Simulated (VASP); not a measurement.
The system is TiRh.

```
Ti Rh
1.0
     3.11520    0.00000    0.00000
     0.00000    3.11520    0.00000
     0.00000    0.00000    3.11520
Ti Rh
1 1
Direct
  0.50000 0.50000 0.50000
  0.00000 0.00000 0.00000
```

Base run:

* Program: VASP 6.6.1
* Functional: r2SCAN
* Potentials or basis: VASP PAW PBE potentials, release 64 (Ti_sv, Rh_pv)
* Cutoff: 550 eV
* k mesh: 9 × 9 × 9
* Occupations: methfessel-paxton, width 0.1 eV
* Spin: no spin polarisation

Its results: pressure -3.7 GPa.

Task: The run is repeated on the same cell with these changes: k mesh from 9 × 9 × 9 to 3 × 3 × 3. What comes out?

Result: Pressure -5.8 GPa.

Caveats: some runs use coarse meshes; the PAW data sets were made with another functional, which shifts forces and pressure a little.
